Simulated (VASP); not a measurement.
# C (Fd-3m) in VASP: further runs

C is run at these levels: PBEsol, r2SCAN; tasks: single point.

All numbers are computed with VASP 6.6.1; they aren't measurements. Logs are shortened: lines on timing, memory, paths and dates and some standing lists are left out, and cuts for length are marked.

## Step 1: The cell of the first run

It takes space group Fd-3m (No. 227, cubic). The conventional cell has a = 3.567 Å, b = 3.567 Å, c = 3.567 Å, α = 90.00°, β = 90.00°, γ = 90.00°. C (site symmetry -43m) has 4 C at 1.54 Å within 2.1 Å.

## Step 2: Single point, PBEsol

Input file INCAR:

```
PREC     = Accurate       # precision mode
ENCUT    = 910            # plane-wave cutoff, eV
EDIFF    = 1E-6           # SCF threshold, eV
ISMEAR   = -1             # smearing method
SIGMA    = 0.05           # smearing width, eV
LREAL    = False          # projectors in reciprocal space
LASPH    = True           # aspherical terms in the spheres
NELM     = 120            # most SCF steps
ALGO     = Normal         # electronic algorithm
ISIF     = 2              # what is computed and relaxed
LWAVE    = False          # write WAVECAR
LCHARG   = False          # write CHGCAR
GGA      = PS             # functional
NBANDS   = 11             # bands
GGA_COMPAT= False
```

Input file KPOINTS:

```
Automatic mesh
0
Gamma
  13 13 13
```

Input file POSCAR:

```
C
1.0
    0.0000000000      1.7833700000      1.7833700000
    1.7833700000      0.0000000000      1.7833700000
    1.7833700000      1.7833700000      0.0000000000
C
2
Direct
    0.7500000000      0.7500000000      0.7500000000
    0.5000000000      0.5000000000      0.5000000000
```

Potentials or basis: VASP PAW PBE potentials, release 64 (C_h).

The run is started by

```bash
> cat potpaw_PBE.64/C_h/POTCAR > POTCAR
> mpirun -np 1 vasp_std > vasp.out
```

OUTCAR:

```text
PREC = Accurate
   ENCUT = 910
   EDIFF = 1E-6
   ISMEAR = -1
   LREAL = False
   LASPH = True
   NELM = 120
   ISIF = 2
   GGA = PS

 ion  position               nearest neighbor table
   1  0.750  0.750  0.750-
   2  0.500  0.500  0.500-

  LATTYP: Found a face centered cubic cell.
 ALAT       =     3.5667400000

  Lattice vectors:

 A1 = (   0.0000000000,   1.7833700000,   1.7833700000)
 A2 = (   1.7833700000,   0.0000000000,   1.7833700000)
 A3 = (   1.7833700000,   1.7833700000,   0.0000000000)

Analysis of symmetry for initial positions (statically):
=====================================================================
 Subroutine PRICEL returns:
 Original cell was already a primitive cell.

 Routine SETGRP: Setting up the symmetry group for a
 face centered cubic supercell.

 Subroutine GETGRP returns: Found 48 space group operations
 (whereof 24 operations were pure point group operations)
 out of a pool of 48 trial point group operations.

The static configuration has the point symmetry T_d .
 The point group associated with its full space group is O_h .

Analysis of symmetry for dynamics (positions and initial velocities):
=====================================================================
 Subroutine PRICEL returns:
 Original cell was already a primitive cell.

 Routine SETGRP: Setting up the symmetry group for a
 face centered cubic supercell.

 Subroutine GETGRP returns: Found 48 space group operations
 (whereof 24 operations were pure point group operations)
 out of a pool of 48 trial point group operations.

The dynamic configuration has the point symmetry T_d .
 The point group associated with its full space group is O_h .

 Subroutine INISYM returns: Found 48 space group operations
 (whereof 24 operations are pure point group operations),
 and found     1 'primitive' translations

----------------------------------------------------------------------------------------

                                     Primitive cell

  volume of cell :      11.3437

  direct lattice vectors                    reciprocal lattice vectors
     0.000000000  1.783370000  1.783370000    -0.280368067  0.280368067  0.280368067
     1.783370000  0.000000000  1.783370000     0.280368067 -0.280368067  0.280368067
     1.783370000  1.783370000  0.000000000     0.280368067  0.280368067 -0.280368067

  length of vectors
     2.522066041  2.522066041  2.522066041     0.485611737  0.485611737  0.485611737

  position of ions in fractional coordinates (direct lattice)
     0.750000000  0.750000000  0.750000000
     0.500000000  0.500000000  0.500000000

  ion indices of the primitive-cell ions
   primitive index   ion index
                 1           1
                 2           2

----------------------------------------------------------------------------------------

 KPOINTS: Automatic mesh

Automatic generation of k-mesh.
 Grid dimensions read from file:
 generate k-points for:   13   13   13

 Generating k-lattice:

  Cartesian coordinates                     Fractional coordinates (reciprocal lattice)
    -0.021566774  0.021566774  0.021566774     0.076923077  0.000000000  0.000000000
     0.021566774 -0.021566774  0.021566774     0.000000000  0.076923077  0.000000000
     0.021566774  0.021566774 -0.021566774     0.000000000  0.000000000  0.076923077

  Length of vectors
     0.037354749  0.037354749  0.037354749

  Shift w.r.t. Gamma in fractional coordinates (k-lattice)
     0.000000000  0.000000000  0.000000000

 Subroutine IBZKPT returns following result:
 ===========================================

 Found     84 irreducible k-points:

 Following reciprocal coordinates:
            Coordinates               Weight
  0.000000  0.000000  0.000000      1.000000
  0.076923  0.000000  0.000000      8.000000
  0.153846  0.000000  0.000000      8.000000
  0.230769  0.000000  0.000000      8.000000
  0.307692  0.000000  0.000000      8.000000
  0.384615  0.000000  0.000000      8.000000
[... 16 lines left out ...]
  0.384615  0.153846  0.000000     24.000000
  0.461538  0.153846  0.000000     24.000000
 [... further k-points ...]
   k-points           NKPTS =     84   k-points in BZ     NKDIM =     84   number of bands    NBANDS=     11
   number of dos      NEDOS =    301   number of ions     NIONS =      2
   total plane-waves  NPLWV =  21952
   dimension x,y,z NGX =    28 NGY =   28 NGZ =   28
   dimension x,y,z NGXF=    56 NGYF=   56 NGZF=   56
   ions per type =               2
   NGX,Y,Z   is equivalent  to a cutoff of  18.46, 18.46, 18.46 a.u.
   NGXF,Y,Z  is equivalent  to a cutoff of  36.91, 36.91, 36.91 a.u.
 SYSTEM =  unknown system
   PREC   = accura    normal or accurate (medium, high low for compatibility)
   ISTART =      0    job   : 0-new  1-cont  2-samecut
   ICHARG =      2    charge: 1-file 2-atom 10-const
   ISPIN  =      1    spin polarized calculation?
   LNONCOLLINEAR =      F non collinear calculations
   LSORBIT =      F    spin-orbit coupling
   LASPH  =      T    aspherical Exc in radial PAW
   ENCUT  =  910.0 eV  66.88 Ry    8.18 a.u.   6.20  6.20  6.20*2*pi/ulx,y,z
   NELM   =    120;   NELMIN=  2; NELMDL= -5     # of ELM steps
   EDIFF  = 0.1E-05   stopping-criterion for ELM
   LREAL  =      F    real-space projection
   EDIFFG = 0.1E-04   stopping-criterion for IOM
   NSW    =      0    number of steps for IOM
   IBRION =     -1    ionic relax: 0-MD 1-quasi-New 2-CG
   NFREE  =      0    steps in history (QN), initial steepest desc. (CG)
   ISIF   =      2    stress and relaxation
   ISYM   =      2    0-nonsym 1-usesym 2-fastsym
   POTIM  = 0.5000    time-step for ionic-motion
   TEBEG  =    0.0;   TEEND  =   0.0 temperature during run
   PSTRESS=    0.0 pullay stress
   NELECT =       8.0000    total number of electrons
   NUPDOWN=      -1.0000    fix difference up-down
   EMIN   =  10.00;   EMAX   =-10.00  energy-range for DOS
   EFERMI =   0.00;   METHOD = LEGACY
   ISMEAR =    -1;   SIGMA  =   0.05  broadening in eV -4-tet -1-fermi 0-gaus
   EFERMI_NEDOS =   21; number of points for ismear=-14 and -15
   IALGO  =     38    algorithm
   IMIX   =      4    mixing-type and parameters
     AMIX     =   0.40;   BMIX     =  1.00
     AMIX_MAG =   1.60;   BMIX_MAG =  1.00
  volume/ion in A,a.u.               =       5.67        38.28
  Fermi-wavevector in a.u.,A,eV,Ry     =   1.457203  2.753714 28.891161  2.123440
  Thomas-Fermi vector in A             =   2.574032
   LORBIT       =      0    0 simple, 1 ext, 2 COOP (PROOUT), +10 PAW based schemes
   GGA     = PS    functional components
   LHFCALC =     F    Hartree Fock is set to
   AEXX    =    0.0000 exact exchange contribution
   IVDW    =     0    specifies the selected vdW correction
   LEPSILON=     F    determine dielectric tensor
   LRPA    =     F    only Hartree local field effects (RPA)
 non-spin polarized calculation
  energy-cutoff  :      910.00
  volume of cell :       11.34
 maximum number of plane-waves:       725
 NGX is ok and might be reduce to    28
   NGX = 13   NGY = 13   NGZ = 13

 number of electron       8.0000000 magnetization

 Free energy of the ion-electron system (eV)
  ---------------------------------------------------
  ext. energy  EPLUGINS =         0.00000000
  ---------------------------------------------------
  free energy    TOTEN  =       -19.27481179 eV

  energy without entropy =      -19.27481179  energy(sigma->0) =      -19.27481179

 E-fermi :  11.8119     XC(G=0): -13.5733

 val. band max:       10.9189812769   @ k =   0.0000   0.0000   0.0000
 cond. band min:      14.9353207919   @ k =   0.3846   0.3846   0.0000
 fundamental gap:      4.0163395151
 Fermi energy:        11.8118909185

 k-point     1 :       0.0000    0.0000    0.0000
  band No.  band energies     occupation
      1     -10.5999      2.00000
      2      10.9190      2.00000
      3      10.9190      2.00000
      4      10.9190      2.00000
      5      16.4639      0.00000
      6      16.4639      0.00000
      7      16.4639      0.00000
      8      24.2944      0.00000
      9      29.8818      0.00000
     10      37.3549      0.00000
     11      37.3549      0.00000

 k-point     2 :       0.0769    0.0000    0.0000
  band No.  band energies     occupation
      1     -10.4356      2.00000
      2       9.8473      2.00000
      3      10.6380      2.00000
      4      10.6380      2.00000
      5      16.8313      0.00000
      6      16.8313      0.00000
      7      17.0958      0.00000
      8      24.4263      0.00000
      9      30.1628      0.00000
     10      35.3098      0.00000
     11      35.3098      0.00000

 k-point     3 :       0.1538    0.0000    0.0000
  band No.  band energies     occupation
      1      -9.9443      2.00000
      2       7.5691      2.00000
      3      10.0058      2.00000
      4      10.0058      2.00000
      5      17.6610      0.00000
      6      17.6610      0.00000
      7      18.1250      0.00000
      8      24.8062      0.00000
      9      30.7885      0.00000
     10      33.7146      0.00000
     11      33.7146      0.00000

 k-point     4 :       0.2308    0.0000    0.0000
  band No.  band energies     occupation
      1      -9.1316      2.00000
      2       4.9594      2.00000
      3       9.3227      2.00000
      4       9.3227      2.00000
      5      18.4944      0.00000
      6      18.4944      0.00000
      7      18.8944      0.00000
      8      25.3540      0.00000
      9      31.2680      0.00000
     10      33.1048      0.00000
     11      33.1048      0.00000
[... 239 lines left out ...]
 k-point    22 :       0.3077    0.1538    0.0000
  band No.  band energies     occupation
      1      -8.2183      2.00000
      2       4.3161      2.00000
      3       7.3286      2.00000
      4       7.9460      2.00000
      5      16.8058      0.00000
      6      21.2485      0.00000
      7      21.3287      0.00000
      8      22.8765      0.00000
      9      31.4133      0.00000
     10      32.2042      0.00000
     11      37.3548      0.00000

 k-point    23 :       0.3846    0.1538    0.0000
  band No.  band energies     occupation
      1      -7.0095      2.00000
      2       1.8897      2.00000
      3       7.0333      2.00000
      4       7.1734      2.00000
      5      17.4804      0.00000
      6      21.5851      0.00000
      7      21.6266      0.00000
      8      23.4355      0.00000
      9      31.9099      0.00000
     10      32.7138      0.00000
     11      37.7242      0.00000

 k-point    24 :       0.4615    0.1538    0.0000
  band No.  band energies     occupation
      1      -5.5624      2.00000
      2      -0.3678      2.00000
      3       6.4727      2.00000
      4       6.9959      2.00000
      5      17.8989      0.00000
      6      21.4491      0.00000
      7      21.7949      0.00000
      8      24.7047      0.00000
      9      31.2884      0.00000
     10      34.0659      0.00000
     11      37.8099      0.00000

 [... further k-points ...]
[... 5 lines left out ...]
  --------------------------------------------------------------------------------------
  -------------------------------------------------------------------------------------
  Total       -0.3414347     -0.3414347     -0.3414347     -0.0000000      0.0000000     -0.0000000
  in kB      -48.2240756    -48.2240756    -48.2240756     -0.0000000      0.0000000     -0.0000000
  external PRESSURE =     -48.2240756 kB  Pullay stress =       0.0000000 kB

 VOLUME and BASIS-vectors are now :
 -----------------------------------------------------------------------------
  energy-cutoff  :      910.00
  volume of cell :       11.34
      direct lattice vectors                 reciprocal lattice vectors
     0.000000000  1.783370000  1.783370000    -0.280368067  0.280368067  0.280368067
     1.783370000  0.000000000  1.783370000     0.280368067 -0.280368067  0.280368067
     1.783370000  1.783370000  0.000000000     0.280368067  0.280368067 -0.280368067

 POSITION                                       TOTAL-FORCE (eV/Angst)
 -----------------------------------------------------------------------------------
      2.67505      2.67505      2.67505        -0.000000     -0.000000     -0.000000
      1.78337      1.78337      1.78337         0.000000      0.000000      0.000000
 -----------------------------------------------------------------------------------
    total drift:                                0.000000      0.000000     -0.000000

  FREE ENERGIE OF THE ION-ELECTRON SYSTEM (eV)
  ---------------------------------------------------
  free  energy   TOTEN  =       -19.2748117922 eV

  energy  without entropy=      -19.2748117922  energy(sigma->0) =      -19.27481179
```

It took 36 s on 1 thread of AMD EPYC 7R43 (Zen 3), shared host; peak memory 0.12 GiB.

Results:

- Free energy: -19.2748 eV
- Pressure: -4.8 GPa
- Band gap on the k mesh: 4.02 eV, indirect (least direct gap 5.54 eV)

Levels at points of the mesh, in eV from the valence-band top:
| k point | band 2 | band 3 | band 4 | band 5 | band 6 | band 7 |
| --- | --- | --- | --- | --- | --- | --- |
| (0.00, 0.00, 0.00) | 0.00 | 0.00 | 0.00 | 5.54 | 5.54 | 5.54 |

Caveat: the cutoff is under 1.25 times the usual one of these potentials, so pressure, stress and relaxed cells hold a basis-set (Pulay) error; the PAW data sets were made with another functional, which shifts forces and pressure a little.

## Step 3: Single point, PBEsol

This run uses another cell than the first one, of 5.44 Å³/atom, 0.960 times its volume.

Input file INCAR:

```
PREC = Accurate
ENCUT = 910
EDIFF = 1E-6
ISMEAR = -1
SIGMA = 0.05
LREAL = F
LASPH = T
NELM = 120
ALGO = Normal
ISIF = 2
LWAVE = F
LCHARG = F
GGA = PS
NBANDS = 11
GGA_COMPAT = F
```

KPOINTS is that of step 2.

Input file POSCAR:

```
C
1.0
    0.0000000000      1.7592674508      1.7592674508
    1.7592674508      0.0000000000      1.7592674508
    1.7592674508      1.7592674508      0.0000000000
C
2
Direct
    0.7500000000      0.7500000000      0.7500000000
    0.5000000000      0.5000000000      0.5000000000
```

Potentials or basis: VASP PAW PBE potentials, release 64 (C_h).

The run is started by

```bash
> cat potpaw_PBE.64/C_h/POTCAR > POTCAR
> mpirun -np 1 vasp_std > vasp.out
```

It took 5 s on 1 thread of Intel Xeon 6975P-C (Granite Rapids), shared host; peak memory 0.14 GiB.

It converged, with:

- Free energy: -19.2609 eV
- Pressure: 14.2 GPa
- Band gap on the k mesh: 4.11 eV, indirect (least direct gap 5.66 eV)

Levels at points of the mesh, in eV from the valence-band top:
```csv
k point,band 2,band 3,band 4,band 5,band 6,band 7
"(0.00, 0.00, 0.00)",0.00,0.00,0.00,5.66,5.66,5.66
```

Caveat: the cutoff is under 1.25 times the usual one of these potentials, so pressure, stress and relaxed cells hold a basis-set (Pulay) error; the PAW data sets were made with another functional, which shifts forces and pressure a little. A k mesh can miss the band edges.

## Step 4: Single point, PBEsol

This run uses another cell than the first one, of 5.61 Å³/atom, 0.989 times its volume.

Changes to INCAR since step 3:

```diff
@@ -11,4 +11,6 @@
 LWAVE = F
-LCHARG = F
+LCHARG = T
 GGA = PS
+LELF = T
+LVHAR = T
 NBANDS = 11
```

Input file KPOINTS:

```
regular mesh
0
Gamma
  13 13 13
```

Input file POSCAR:

```
C
1.0
    0.0000000000      1.7769040475      1.7769040475
    1.7769040475      0.0000000000      1.7769040475
    1.7769040475      1.7769040475      0.0000000000
C
2
Direct
    0.7500000000      0.7500000000      0.7500000000
    0.5000000000      0.5000000000      0.5000000000
```

The run is started by

```bash
> cat potpaw_PBE.64/C_h/POTCAR > POTCAR
> mpirun -np 1 vasp_std > vasp.out
```

It took 18 s on 1 thread of Intel Xeon Platinum 8375C at 2.90GHz (Ice Lake), shared host; peak memory 0.15 GiB.

The run converged. Its results:

| Item | Value |
| --- | --- |
| Free energy | -19.2763 eV |
| Pressure | 0.0 GPa |
| Band gap on the k mesh | 4.04 eV, indirect (least direct gap 5.58 eV) |

Levels at points of the mesh, in eV from the valence-band top:
| k point | band 1 | band 2 | band 3 | band 4 | band 5 | band 6 | band 7 | band 8 | band 9 |
| --- | --- | --- | --- | --- | --- | --- | --- | --- | --- |
| (0.00, 0.00, 0.00) | -21.67 | 0.00 | 0.00 | 0.00 | 5.57 | 5.57 | 5.57 | 13.62 | 19.10 |

Caveat: the cutoff is under 1.25 times the usual one of these potentials, so pressure, stress and relaxed cells hold a basis-set (Pulay) error; the PAW data sets were made with another functional, which shifts forces and pressure a little. A k mesh can miss the band edges.

[end of part 1 of 2]
